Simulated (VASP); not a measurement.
A run of VASP 6.6.1:

File INCAR:

```
SYSTEM = Pt
PREC = Accurate ; ENCUT = 520
EDIFF = 1E-6 ; ISMEAR = -1
SIGMA = 0.05 ; LREAL = .False.
LASPH = .True. ; NELM = 80
ALGO = Normal ; ISIF = 2
LWAVE = .False. ; LCHARG = .False.
GGA = PS ; NBANDS = 11
```

KPOINTS

```
regular mesh
0
Gamma
  12 12 12
  0 0 0
```

POSCAR

```
Pt
1.0
    0.0000000000      1.9386591280      1.9386591280
    1.9386591280      0.0000000000      1.9386591280
    1.9386591280      1.9386591280      0.0000000000
Pt
1
Direct
    0.0000000000      0.0000000000      0.0000000000
```

Potentials or basis: VASP PAW PBE potentials, release 64 (Pt).

Launch:

```console
$ cat potpaw_PBE.64/Pt/POTCAR > POTCAR
$ mpirun -np 1 vasp_std > vasp.out
```

Hardware: 1 thread of Intel Xeon 8259CL, on a shared host.

Problem. Estimate the wall time of this run.

Solution. Run time: 18 s on 1 thread of Intel Xeon 8259CL, with other jobs on the host, peak memory 0.13 GiB. Counts: scf iterations 11, k points 72.
